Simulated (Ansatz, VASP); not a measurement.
SnSe in VASP and in Ansatz

INCAR

```
ALGO = Normal
EDIFF = 1E-7
ENCUT = 520
GGA = RP
ISIF = 2
ISMEAR = -1
LASPH = True
LCHARG = True
LELF = True
LREAL = False
LVHAR = True
LWAVE = False
NBANDS = 50
NELM = 60
PREC = Accurate
SIGMA = 0.05
```

KPOINTS

```
k-points
0
Gamma
  3 6 6
```

File POSCAR:

```
SnSe
1.0
   11.5702803916      0.0000000000      0.0000000000
    0.0000000000      4.2451379020      0.0000000000
    0.0000000000      0.0000000000      4.5186909410
Sn Se
4 4
Direct
    0.8770000000      0.7500000000      0.9090000000
    0.6230000000      0.2500000000      0.4090000000
    0.3770000000      0.7500000000      0.5910000000
    0.1230000000      0.2500000000      0.0910000000
    0.6430000000      0.7500000000      0.9840000000
    0.8570000000      0.2500000000      0.4840000000
    0.1430000000      0.7500000000      0.5160000000
    0.3570000000      0.2500000000      0.0160000000
```

File input.yaml:

```yaml
crystal:
  lattice:
    - [11.5702803916, 0.0, 0.0]
    - [0.0, 4.245137902, 0.0]
    - [0.0, 0.0, 4.518690941]
  atoms:
    - { symbol: Sn, position: [0.877, 0.75, 0.909] }
    - { symbol: Sn, position: [0.623, 0.25, 0.409] }
    - { symbol: Sn, position: [0.377, 0.75, 0.591] }
    - { symbol: Sn, position: [0.123, 0.25, 0.091] }
    - { symbol: Se, position: [0.643, 0.75, 0.984] }
    - { symbol: Se, position: [0.857, 0.25, 0.484] }
    - { symbol: Se, position: [0.143, 0.75, 0.516] }
    - { symbol: Se, position: [0.357, 0.25, 0.016] }
hamiltonian:
  xc: rpbe
  pseudopotentials: { kind: paw }
kpoints:
  mp_grid: { grid: [3, 6, 6] }
scf:
  occupations: { method: fermi_dirac, width: 0.05 }
output:
  forces: true
  stress: true
  eigenvalues: true
  write_density: true
  write_potential: true
  elf: true
  volumetric_format: npy
```

Alike in both runs: task single point; functional RPBE; k mesh 3 × 6 × 6; occupations fermi-dirac, width 0.05 eV; no spin polarisation.

|  | VASP | Ansatz |
| --- | --- | --- |
| version | VASP 6.6.1 | Ansatz 0.2.0 |
| potentials or method | VASP PAW PBE potentials, release 64 (Sn_d, Se) | Ansatz PAW |
| plane-wave cutoff (eV) | 520 | 420 |
| valence electrons in the cell | 80 | 120 |

```csv
,VASP,Ansatz,Ansatz less VASP
gap on the k mesh at the Fermi level (eV),0.61,0.62,+0.005
least direct gap on the mesh (eV),0.77,0.78,+0.010
pressure (GPa),2.0,1.9,-0.03
"traceless stress, the component that is largest in VASP (GPa)",1.57,1.55,-0.022
rms of the force components (eV/Å),0.094,0.092,-0.0024
```

VASP's potentials were made for PBE, not for RPBE. Atom by atom the forces differ by 0.008 eV/Å (rms over components). VASP's potentials hold 80 valence electrons a cell and Ansatz's 120, so a difference there can come from the potentials and not from the codes.

Noted on Ansatz's run: odd divisions of the mesh miss points on the zone boundary, where band edges often lie, so the gap on the mesh can be too wide.
